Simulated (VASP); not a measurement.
# Ta2Ru in VASP: notebook, part 2 of 2

VASP 6.6.1. Earlier steps stand in the parts before.

## (4) Relaxation of cell and atoms, PBE

This run uses another cell than the first one: it holds 3 atoms, not 6.

The input, INCAR:

```
SYSTEM = Ta2Ru
PREC = Accurate
ENCUT = 600
EDIFF = 1E-6
ISMEAR = 0
SIGMA = 0.1
LREAL = .False.
LASPH = .True.
NELM = 80
ALGO = Fast
ISIF = 3
LWAVE = .False.
LCHARG = .False.
GGA = PE
IBRION = 2
NSW = 100
EDIFFG = -0.01
```

The input, KPOINTS:

```
Automatic mesh
0
Gamma
  14 14 14
  0 0 0
```

The input, POSCAR:

```
Ta2Ru
1.0
    0.0000000000      3.0822173972      3.0822173972
    3.0822173972      0.0000000000      3.0822173972
    3.0822173972      3.0822173972      0.0000000000
Ta Ru
2 1
Direct
    0.2500000000      0.2500000000      0.2500000000
    0.7500000000      0.7500000000      0.7500000000
    0.0000000000      0.0000000000      0.0000000000
```

Potentials or basis: VASP PAW PBE potentials, release 64 (Ta_pv, Ru_pv).

Launch:

```bash
$ cat potpaw_PBE.64/Ta_pv/POTCAR potpaw_PBE.64/Ru_pv/POTCAR > POTCAR
$ mpirun -np 1 vasp_std > vasp.out
```

OUTCAR:

```text
SYSTEM = Ta2Ru
   PREC = Accurate
   ENCUT = 600
   EDIFF = 1E-6
   ISMEAR = 0
   LREAL = .False.
   LASPH = .True.
   NELM = 80
   ISIF = 3
   GGA = PE
   IBRION = 2
   NSW = 100
   EDIFFG = -0.01

 ion  position               nearest neighbor table
   1  0.250  0.250  0.250-   3 2.67   3 2.67   3 2.67   3 2.67   2 3.08   2 3.08   2 3.08   2 3.08
                             2 3.08   2 3.08
   2  0.750  0.750  0.750-   3 2.67   3 2.67   3 2.67   3 2.67   1 3.08   1 3.08   1 3.08   1 3.08
                             1 3.08   1 3.08
   3  0.000  0.000  0.000-   2 2.67   2 2.67   2 2.67   1 2.67   1 2.67   1 2.67   2 2.67   1 2.67

  LATTYP: Found a face centered cubic cell.
 ALAT       =     6.1644347944

  Lattice vectors:

 A1 = (   0.0000000000,   3.0822173972,   3.0822173972)
 A2 = (   3.0822173972,   0.0000000000,   3.0822173972)
 A3 = (   3.0822173972,   3.0822173972,   0.0000000000)

Analysis of symmetry for initial positions (statically):
=====================================================================
 Subroutine PRICEL returns:
 Original cell was already a primitive cell.

 Routine SETGRP: Setting up the symmetry group for a
[... 171 lines left out ...]

 E-fermi :   6.4843     XC(G=0): -11.9441

 val. band max:        6.4813997926   @ k =  -0.4286   0.3571   0.0000
 cond. band min:       6.4863002426   @ k =  -0.3571   0.4286   0.2143
 fundamental gap:      0.0049004500
 Fermi energy:         6.4843216209

 k-point     1 :       0.0000    0.0000    0.0000
  band No.  band energies     occupation
      1     -36.5251      2.00000
      2     -36.5251      2.00000
      3     -36.5251      2.00000
      4     -28.4867      2.00000
      5     -28.4867      2.00000
      6     -28.4867      2.00000
[... 589 lines left out ...]
     21       8.4488      0.00000
     22       8.7794      0.00000

 [... further k-points ...]

------------------------ aborting loop because EDIFF is reached ----------------------------------------

  FORCE on cell =-STRESS in cart. coord.  units (eV):
  Direction    XX          YY          ZZ          XY          YZ          ZX
  --------------------------------------------------------------------------------------
  -------------------------------------------------------------------------------------
  Total        0.0066596      0.0066596      0.0066596      0.0000000      0.0000000     -0.0000000
  in kB        0.1821953      0.1821953      0.1821953      0.0000000      0.0000000     -0.0000000
  external PRESSURE =       0.1821953 kB  Pullay stress =       0.0000000 kB

 VOLUME and BASIS-vectors are now :
 -----------------------------------------------------------------------------
  energy-cutoff  :      600.00
  volume of cell :       58.56
      direct lattice vectors                 reciprocal lattice vectors
     0.000000000  3.082217397  3.082217397    -0.162220874  0.162220874  0.162220874
     3.082217397  0.000000000  3.082217397     0.162220874 -0.162220874  0.162220874
     3.082217397  3.082217397  0.000000000     0.162220874  0.162220874 -0.162220874

 POSITION                                       TOTAL-FORCE (eV/Angst)
 -----------------------------------------------------------------------------------
      1.54111      1.54111      1.54111         0.000000      0.000000     -0.000000
      4.62333      4.62333      4.62333        -0.000000      0.000000      0.000000
      0.00000      0.00000      0.00000        -0.000000     -0.000000     -0.000000
 -----------------------------------------------------------------------------------
    total drift:                                0.000000      0.000000      0.000000

  FREE ENERGIE OF THE ION-ELECTRON SYSTEM (eV)
  ---------------------------------------------------
  free  energy   TOTEN  =       -32.2822797416 eV

  energy  without entropy=      -32.2714056841  energy(sigma->0) =      -32.27684271

 reached required accuracy - stopping structural energy minimisation
```

OSZICAR:

```text
N       E                     dE             d eps       ncg     rms          rms(c)
DAV:   1     0.372836022730E+03    0.37284E+03   -0.22616E+04  4576   0.186E+03
DAV:   2    -0.212541082137E+02   -0.39409E+03   -0.38831E+03  5104   0.511E+02
DAV:   3    -0.336264364953E+02   -0.12372E+02   -0.12184E+02  5964   0.824E+01
DAV:   4    -0.338560310689E+02   -0.22959E+00   -0.22833E+00  5284   0.108E+01
DAV:   5    -0.338638474862E+02   -0.78164E-02   -0.78091E-02  6050   0.160E+00    0.184E+01
RMM:   6    -0.326138559806E+02    0.12500E+01   -0.25193E+00  4947   0.987E+00    0.931E+00
RMM:   7    -0.323714754604E+02    0.24238E+00   -0.21306E+00  4742   0.111E+01    0.317E+00
RMM:   8    -0.322733118963E+02    0.98164E-01   -0.59169E-01  4697   0.453E+00    0.940E-01
RMM:   9    -0.322834224598E+02   -0.10111E-01   -0.16967E-01  5652   0.178E+00    0.325E-01
RMM:  10    -0.322818192839E+02    0.16032E-02   -0.17202E-02  4825   0.784E-01    0.164E-01
RMM:  11    -0.322821664099E+02   -0.34713E-03   -0.48015E-03  5393   0.375E-01    0.640E-02
RMM:  12    -0.322822590365E+02   -0.92627E-04   -0.12861E-03  5428   0.189E-01    0.345E-02
RMM:  13    -0.322822668443E+02   -0.78077E-05   -0.39415E-04  5282   0.108E-01    0.118E-02
RMM:  14    -0.322822779377E+02   -0.11093E-04   -0.11497E-04  5732   0.493E-02    0.806E-03
RMM:  15    -0.322822789190E+02   -0.98138E-06   -0.29418E-05  4076   0.215E-02    0.250E-03
RMM:  16    -0.322822797416E+02   -0.82252E-06   -0.77340E-06  3302   0.816E-03
   1 F= -.32282280E+02 E0= -.32276843E+02  d E =-.322823E+02
```

Wall time 2 min (1 thread of AMD EPYC 9R45 (Zen 5), shared host); peak memory 0.29 GiB.

Results:

| Item | Value |
| --- | --- |
| Free energy | -32.2823 eV |
| Pressure after relaxing | 0.0 GPa |
| Band gap on the k mesh | zero (bands 18 and 19 overlap by 1.22 eV) |

Final structure:
```xyz
3
Lattice="0.0000 3.0822 3.0822 3.0822 0.0000 3.0822 3.0822 3.0822 0.0000" Properties=species:S:1:pos:R:3 pbc="T T T"
Ta    1.5411    1.5411    1.5411
Ta    4.6233    4.6233    4.6233
Ru    0.0000    0.0000    0.0000
```

Levels at points of the mesh, in eV from the Fermi level:
| k point | band 15 | band 16 | band 17 | band 18 | band 19 | band 20 | band 21 | band 22 |
| --- | --- | --- | --- | --- | --- | --- | --- | --- |
| (0.00, 0.00, 0.00) | -2.86 | -2.26 | -2.26 | -2.26 | 1.24 | 1.24 | 3.79 | 3.79 |
| (0.50, 0.00, 0.00) | -3.34 | -3.31 | -0.84 | -0.84 | 0.62 | 0.71 | 0.71 | 1.79 |
| (0.50, 0.50, 0.00) | -2.78 | -2.10 | -1.88 | 0.82 | 0.92 | 1.46 | 1.46 | 2.04 |

Caveat: the relaxation stopped at its first step, so nothing moved; spin-orbit coupling is left out, which moves the levels of the heavy elements.

## (5) Overview

| task | cell | k mesh | cutoff (eV) | gap on the mesh (eV) | pressure (GPa) |
| --- | --- | --- | --- | --- | --- |
| single point | a = 4.341, b = 4.341, c = 6.203 Å, 6 atoms, atomic positions A | 4 × 4 × 4 | 520 | none | 0.1 |
| single point | a = 4.359 Å, angles 60.0°, 3 atoms, atomic positions B | 14 × 14 × 14 | 520 | none | 0.0 |
| relaxation of cell and atoms | relaxed from a = 4.359 Å, angles 60.0°, 3 atoms, atomic positions B | 14 × 14 × 14 | 600 | none | 0.0 |

Alike in all rows: level PBE; potentials or basis VASP PAW PBE potentials, release 64 (Ta_pv, Ru_pv); no spin polarisation; smearing gaussian 0.1 eV.

Caveats: some runs use coarse meshes; spin-orbit coupling is left out, which moves the levels of the heavy elements; the relaxation stopped at its first step, so nothing moved (at least some runs).

Absolute energies hang on the potentials; compare differences alone.
